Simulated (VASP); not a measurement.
# NbN (Fm-3m) in VASP: a series of runs

The runs below take NbN through single point, relaxation of cell and atoms, with PBE+D3(BJ).

Program: VASP 6.6.1. These are calculated values, not measurements. Logs are shortened: lines on timing, memory, paths and dates and some standing lists are left out, and cuts for length are marked.

## (1) The cell of the first run

Symmetry: Fm-3m, No. 225, cubic system. The conventional cell has a = 4.385 Å, b = 4.385 Å, c = 4.385 Å, α = 90.00°, β = 90.00°, γ = 90.00°. Nb (site symmetry m-3m) has 6 N at 2.19 Å within 2.9 Å. Within 2.9 Å of N (site symmetry m-3m) lie 6 Nb at 2.19 Å.

## (2) Single point, PBE+D3(BJ)

The input, INCAR:

```
PREC     = Accurate       # precision mode
ENCUT    = 520            # plane-wave cutoff, eV
EDIFF    = 1E-7           # SCF threshold, eV
ISMEAR   = 0              # smearing method
SIGMA    = 0.1            # smearing width, eV
LREAL    = False          # projectors in reciprocal space
LASPH    = True           # aspherical terms in the spheres
NELM     = 100            # most SCF steps
ALGO     = Normal         # electronic algorithm
ISIF     = 2              # what is computed and relaxed
LWAVE    = False          # write WAVECAR
LCHARG   = False          # write CHGCAR
GGA      = PE             # functional
IVDW     = 12             # dispersion correction
NBANDS   = 16             # bands
```

The input, KPOINTS:

```
Automatic mesh
0
Gamma
  16 16 16
```

The input, POSCAR:

```
NbN
1.0
    0.0000000000      2.1924410869      2.1924410869
    2.1924410869      0.0000000000      2.1924410869
    2.1924410869      2.1924410869      0.0000000000
Nb N
1 1
Direct
    0.5000000000      0.5000000000      0.5000000000
    0.0000000000      0.0000000000      0.0000000000
```

Potentials or basis: VASP PAW PBE potentials, release 64 (Nb_sv, N).

The run is started by

```console
$ cat potpaw_PBE.64/Nb_sv/POTCAR potpaw_PBE.64/N/POTCAR > POTCAR
$ mpirun -np 1 vasp_std > vasp.out
```

OUTCAR:

```text
PREC = Accurate
   ENCUT = 520
   EDIFF = 1E-7
   ISMEAR = 0
   LREAL = False
   LASPH = True
   NELM = 100
   ISIF = 2
   GGA = PE
   IVDW = 12
 IVDW          = 12

 ion  position               nearest neighbor table
   1  0.500  0.500  0.500-   2 2.19   2 2.19   2 2.19   2 2.19   2 2.19   2 2.19
   2  0.000  0.000  0.000-   1 2.19   1 2.19   1 2.19   1 2.19   1 2.19   1 2.19

  LATTYP: Found a face centered cubic cell.
 ALAT       =     4.3848821738

  Lattice vectors:

 A1 = (   0.0000000000,   2.1924410869,   2.1924410869)
 A2 = (   2.1924410869,   0.0000000000,   2.1924410869)
 A3 = (   2.1924410869,   2.1924410869,   0.0000000000)

Analysis of symmetry for initial positions (statically):
=====================================================================
 Subroutine PRICEL returns:
 Original cell was already a primitive cell.

 Routine SETGRP: Setting up the symmetry group for a
 face centered cubic supercell.

 Subroutine GETGRP returns: Found 48 space group operations
 (whereof 48 operations were pure point group operations)
 out of a pool of 48 trial point group operations.

The static configuration has the point symmetry O_h .

Analysis of symmetry for dynamics (positions and initial velocities):
=====================================================================
 Subroutine PRICEL returns:
 Original cell was already a primitive cell.

 Routine SETGRP: Setting up the symmetry group for a
 face centered cubic supercell.

 Subroutine GETGRP returns: Found 48 space group operations
 (whereof 48 operations were pure point group operations)
 out of a pool of 48 trial point group operations.

The dynamic configuration has the point symmetry O_h .

 Subroutine INISYM returns: Found 48 space group operations
 (whereof 48 operations are pure point group operations),
 and found     1 'primitive' translations

----------------------------------------------------------------------------------------

                                     Primitive cell

  volume of cell :      21.0772

  direct lattice vectors                    reciprocal lattice vectors
     0.000000000  2.192441087  2.192441087    -0.228056299  0.228056299  0.228056299
     2.192441087  0.000000000  2.192441087     0.228056299 -0.228056299  0.228056299
     2.192441087  2.192441087  0.000000000     0.228056299  0.228056299 -0.228056299

  length of vectors
     3.100579920  3.100579920  3.100579920     0.395005097  0.395005097  0.395005097

  position of ions in fractional coordinates (direct lattice)
[... 79 lines left out ...]
   EDIFF  = 0.1E-06   stopping-criterion for ELM
   LREAL  =      F    real-space projection
   EDIFFG = 0.1E-05   stopping-criterion for IOM
   NSW    =      0    number of steps for IOM
   IBRION =     -1    ionic relax: 0-MD 1-quasi-New 2-CG
   NFREE  =      0    steps in history (QN), initial steepest desc. (CG)
   ISIF   =      2    stress and relaxation
   ISYM   =      2    0-nonsym 1-usesym 2-fastsym
   POTIM  = 0.5000    time-step for ionic-motion
   TEBEG  =    0.0;   TEEND  =   0.0 temperature during run
   PSTRESS=    0.0 pullay stress
   NELECT =      18.0000    total number of electrons
   NUPDOWN=      -1.0000    fix difference up-down
   EMIN   =  10.00;   EMAX   =-10.00  energy-range for DOS
   EFERMI =   0.00;   METHOD = LEGACY
   ISMEAR =     0;   SIGMA  =   0.10  broadening in eV -4-tet -1-fermi 0-gaus
   EFERMI_NEDOS =   21; number of points for ismear=-14 and -15
   IALGO  =     38    algorithm
   IMIX   =      4    mixing-type and parameters
     AMIX     =   0.40;   BMIX     =  1.00
     AMIX_MAG =   1.60;   BMIX_MAG =  1.00
  volume/ion in A,a.u.               =      10.54        71.12
  Fermi-wavevector in a.u.,A,eV,Ry     =   1.553201  2.935125 32.823159  2.412434
  Thomas-Fermi vector in A             =   2.657466
   LORBIT       =      0    0 simple, 1 ext, 2 COOP (PROOUT), +10 PAW based schemes
   GGA     = PE    functional components
   LHFCALC =     F    Hartree Fock is set to
   AEXX    =    0.0000 exact exchange contribution
   IVDW    =    12    specifies the selected vdW correction
   LEPSILON=     F    determine dielectric tensor
   LRPA    =     F    only Hartree local field effects (RPA)
 non-spin polarized calculation
 Gauss-broadening in eV      SIGMA  =   0.10
  energy-cutoff  :      520.00
  volume of cell :       21.08
 maximum number of plane-waves:       588
   NGX = 11   NGY = 11   NGZ = 11

 number of electron      18.0000002 magnetization

 Free energy of the ion-electron system (eV)
  ---------------------------------------------------
  ext. energy  EPLUGINS =         0.00000000
  ---------------------------------------------------
  free energy    TOTEN  =       -20.52402058 eV

  energy without entropy =      -20.51782433  energy(sigma->0) =      -20.52092246

 E-fermi :  14.1009     XC(G=0): -13.4124

 val. band max:       14.0998083373   @ k =  -0.2500   0.3750   0.1250
 cond. band min:      14.1190414677   @ k =  -0.3125   0.0625   0.0000
 fundamental gap:      0.0192331304
 Fermi energy:        14.1009124523

 k-point     1 :       0.0000    0.0000    0.0000
  band No.  band energies     occupation
      1     -42.3143      2.00000
      2     -17.9598      2.00000
      3     -17.9598      2.00000
      4     -17.9598      2.00000
      5      -3.5693      2.00000
      6      10.7374      2.00000
[... 433 lines left out ...]
      3     -17.9868      2.00000
      4     -17.9616      2.00000
      5      -3.3435      2.00000
      6       9.6079      2.00000
[... 8 lines left out ...]
     15      24.1856      0.00000
     16      34.7292      0.00000

 [... further k-points ...]

------------------------ aborting loop because EDIFF is reached ----------------------------------------

 Edisp (eV)   -1.02455

 E8    (eV) :    -0.4455

  FORCE on cell =-STRESS in cart. coord.  units (eV):
  Direction    XX          YY          ZZ          XY          YZ          ZX
  --------------------------------------------------------------------------------------
  -------------------------------------------------------------------------------------
  Total      -0.07783    -0.07783    -0.07783     0.00000     0.00000    -0.00000
  in kB      -5.91601    -5.91601    -5.91601     0.00000     0.00000    -0.00000
  external pressure =       -5.92 kB  Pullay stress =        0.00 kB

 VOLUME and BASIS-vectors are now :
 -----------------------------------------------------------------------------
  energy-cutoff  :      520.00
  volume of cell :       21.08
      direct lattice vectors                 reciprocal lattice vectors
     0.000000000  2.192441087  2.192441087    -0.228056299  0.228056299  0.228056299
     2.192441087  0.000000000  2.192441087     0.228056299 -0.228056299  0.228056299
     2.192441087  2.192441087  0.000000000     0.228056299  0.228056299 -0.228056299

 POSITION                                       TOTAL-FORCE (eV/Angst)
 -----------------------------------------------------------------------------------
      2.19244      2.19244      2.19244         0.000000     -0.000000      0.000000
      0.00000      0.00000      0.00000        -0.000000      0.000000     -0.000000
 -----------------------------------------------------------------------------------
    total drift:                                0.000000     -0.000000      0.000000

  FREE ENERGIE OF THE ION-ELECTRON SYSTEM (eV)
  ---------------------------------------------------
  free  energy   TOTEN  =       -21.5485750481 eV

  energy  without entropy=      -21.5423787999  energy(sigma->0) =      -21.54547692
```

Wall time 1.7 min (1 thread of Intel Xeon 8259CL, shared host); peak memory 0.19 GiB.

What came out:

| Item | Value |
| --- | --- |
| Free energy | -21.5486 eV |
| Pressure | -0.6 GPa |
| Band gap on the k mesh | zero (band 9 reaches 15.59 eV, above the bottom of band 10 at 12.07 eV) |
| Dispersion energy per atom | -0.512 eV |

Levels at points of the mesh, in eV from the Fermi level:
```csv
k point,band 5,band 6,band 7,band 8,band 9,band 10,band 11,band 12,band 13,band 14
"(0.00, 0.00, 0.00)",-17.67,-3.36,-3.36,-3.36,-2.03,-2.03,-2.03,-0.15,-0.15,3.27
"(0.50, 0.00, 0.00)",-15.10,-9.19,-7.11,-7.11,1.49,1.49,2.00,4.53,6.85,6.85
"(0.50, 0.50, 0.00)",-16.97,-5.76,-5.09,-4.02,-4.02,1.61,2.82,2.82,4.10,9.50
```

Caveat: pairwise dispersion overbinds metals, which lowers pressure and volume.

(Continued in part 2 of 2.)
